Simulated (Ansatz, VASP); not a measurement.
# Al: VASP beside Ansatz

INCAR

```
ALGO     = Normal         # electronic algorithm
EDIFF    = 1E-6           # SCF threshold, eV
ENCUT    = 520            # plane-wave cutoff, eV
GGA      = PE             # functional
ISIF     = 2              # what is computed and relaxed
ISMEAR   = 0              # smearing method
IVDW     = 12             # dispersion correction
LASPH    = True           # aspherical terms in the spheres
LCHARG   = False          # write CHGCAR
LREAL    = False          # projectors in reciprocal space
LWAVE    = False          # write WAVECAR
NBANDS   = 14             # bands
NELM     = 80             # most SCF steps
PREC     = Accurate       # precision mode
SIGMA    = 0.15           # smearing width, eV
```

Contents of KPOINTS:

```
k-points
0
Gamma
  18 18 4
```

POSCAR

```
Al
1.0
    2.8538000000      0.0000000000      0.0000000000
   -1.4269000000      2.4714632973      0.0000000000
    0.0000000000      0.0000000000      8.8418000000
Al
4
Direct
    0.0000000000      0.0000000000      0.0000000000
    0.3333333333      0.6666666667      0.2500000000
    0.0000000000      0.0000000000      0.5000000000
    0.6666666667      0.3333333333      0.7500000000
```

Input for Ansatz:

```yaml
crystal:
  lattice:
    - [2.8538, 0.0, 0.0]
    - [-1.4269, 2.4714632973, 0.0]
    - [0.0, 0.0, 8.8418]
  atoms:
    - { symbol: Al, position: [0.0, 0.0, 0.0] }
    - { symbol: Al, position: [0.3333333333, 0.6666666667, 0.25] }
    - { symbol: Al, position: [0.0, 0.0, 0.5] }
    - { symbol: Al, position: [0.6666666667, 0.3333333333, 0.75] }
basis:
  ecutwfc: 420
kpoints:
  mp_grid: { grid: [18, 18, 4] }
hamiltonian:
  xc: pbe
  pseudopotentials: { kind: paw, azcp: { folder: soft_1 } }
  dispersion: d3bj
scf:
  occupations: { method: gaussian, width: 0.15 }
output:
  forces: true
  stress: true
  eigenvalues: true
```

Alike in both runs: task single point; functional PBE; dispersion D3(BJ); k mesh 18 × 18 × 4; occupations gaussian, width 0.15 eV; no spin polarisation.

|  | VASP | Ansatz |
| --- | --- | --- |
| version | VASP 6.6.1 | Ansatz 0.2.0 |
| potentials or method | VASP PAW PBE potentials, release 64 (Al), cutoff 520 eV | scalar-relativistic, plane waves, PAW |
| valence electrons in the cell | 12 | 12 |

|  | VASP | Ansatz | Ansatz less VASP |
| --- | --- | --- | --- |
| gap on the k mesh at the Fermi level (eV) | none | none | - |
| pressure (GPa) | 1.7 | 1.7 | 0.00 |
| traceless stress, the component that is largest in VASP (GPa) | 2.82 | 2.82 | +0.002 |

A gap of «none» marks a metal or a gap that the smearing closes.
